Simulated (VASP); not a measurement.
Set up this calculation in VASP 6.6.1, as the native input.

| Property | Result |
| --- | --- |
| Task | single point |
| Functional | PBEsol |
| Potentials or basis | VASP PAW PBE potentials, release 64 (Cd, Se) |
| Cutoff | 520 eV |
| k mesh | 8 × 8 × 8 |
| Occupations | fermi-dirac, width 0.05 eV |
| Spin | no spin polarisation |
| Dipole correction | no |
| Further INCAR settings | ALGO = Normal; EDIFF = 1e-06; NBANDS = 16 |

The structure of CdSe lies in POSCAR:

```
CdSe
1.0
    0.0000000000      3.0416953860      3.0416953860
    3.0416953860      0.0000000000      3.0416953860
    3.0416953860      3.0416953860      0.0000000000
Cd Se
1 1
Direct
    0.0000000000      0.0000000000      0.0000000000
    0.2500000000      0.2500000000      0.2500000000
```

One way to write it, as run:

INCAR

```
  PREC = Accurate
  ENCUT = 520
  EDIFF = 1E-6
  ISMEAR = -1
  SIGMA = 0.05
  LREAL = False
  LASPH = True
  NELM = 100
  ALGO = Normal
  ISIF = 2
  LWAVE = False
  LCHARG = True
  GGA = PS
  LELF = True
  LVHAR = True
  NBANDS = 16
```

KPOINTS

```
regular mesh
0
Gamma
  8 8 8
```

Potentials or basis: VASP PAW PBE potentials, release 64 (Cd, Se).

The run is started by

```sh
$ cat potpaw_PBE.64/Cd/POTCAR potpaw_PBE.64/Se/POTCAR > POTCAR
$ mpirun -np 1 vasp_std > vasp.out
```

It gave:

```yaml
Pressure: 0.3 GPa
Band_gap_on_the_k_mesh: 0.48 eV
```

Caveat: the PAW data sets were made with another functional, which shifts forces and pressure a little.

It used 31 s of CPU time on 1 thread of AMD EPYC 7R13 Processor (Zen 3), with other jobs on the host.
